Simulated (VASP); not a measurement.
A run of VASP 6.6.1 is set up as follows.

File INCAR:

```
PREC = Accurate
ENCUT = 520
EDIFF = 1E-6
ISMEAR = 0
SIGMA = 0.1
LREAL = False
LASPH = True
NELM = 100
ALGO = Normal
ISIF = 2
LWAVE = False
LCHARG = False
GGA = PE
NBANDS = 12
```

File KPOINTS:

```
regular mesh
0
Gamma
  26 26 26
```

Contents of POSCAR:

```
Zn
1.0
    0.0000000000      2.4221407440      2.4496133701
    1.3061721709      0.0000000000      2.4496133701
    1.3061721709      2.4221407440      0.0000000000
Zn
1
Direct
    0.5000000000      0.5000000000      0.5000000000
```

Potentials or basis: VASP PAW PBE potentials, release 64 (Zn).

Launch:

```sh
$ cat potpaw_PBE.64/Zn/POTCAR > POTCAR
$ mpirun -np 1 vasp_std > vasp.out
```

(1) Estimate the band gap on the k mesh.

(2) Predict the pressure.

## Answers

(1) zero (band 6 reaches 6.31 eV, above the bottom of band 7 at 0.23 eV).

(2) 0.4 GPa.
